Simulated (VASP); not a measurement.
Wanted: the native input for a VASP 6.6.1 run.

```
Task                   : single point
Functional             : PBE
Potentials or basis    : VASP PAW PBE potentials, release 64 (Al, N)
Cutoff                 : 520 eV
k mesh                 : 7 × 7 × 7
Occupations            : gaussian, width 0.01 eV
Spin                   : no spin polarisation
Dipole correction      : no
Further INCAR settings : ALGO = Normal; EDIFF = 1e-07; NBANDS = 11
```

The structure of AlN lies in POSCAR:

```
AlN
1.0
    0.0000000000      2.1839935600      2.1839935600
    2.1839935600      0.0000000000      2.1839935600
    2.1839935600      2.1839935600      0.0000000000
Al N
1 1
Direct
    0.0000000000      0.0000000000      0.0000000000
    0.7500000000      0.7500000000      0.7500000000
```

These files were run (other wordings do the same):

INCAR

```
PREC     = Accurate       # precision mode
ENCUT    = 520            # plane-wave cutoff, eV
EDIFF    = 1E-7           # SCF threshold, eV
ISMEAR   = 0              # smearing method
SIGMA    = 0.01           # smearing width, eV
LREAL    = False          # projectors in reciprocal space
LASPH    = True           # aspherical terms in the spheres
NELM     = 60             # most SCF steps
ALGO     = Normal         # electronic algorithm
ISIF     = 2              # what is computed and relaxed
LWAVE    = False          # write WAVECAR
LCHARG   = False          # write CHGCAR
GGA      = PE             # functional
NBANDS   = 11             # bands
```

KPOINTS

```
regular mesh
0
Gamma
  7 7 7
```

Potentials or basis: VASP PAW PBE potentials, release 64 (Al, N).

Command:

```console
$ cat potpaw_PBE.64/Al/POTCAR potpaw_PBE.64/N/POTCAR > POTCAR
$ mpirun -np 1 vasp_std > vasp.out
```

Results of the run:

```yaml
Pressure: 4.6 GPa
Band_gap_on_the_k_mesh: 3.62 eV, indirect (least direct gap 4.20 eV)
```

Wall time 2.2 s on 1 thread of Intel(R) Xeon(R) 6975P-C (Granite Rapids), with other jobs on the host, peak memory 0.13 GiB.
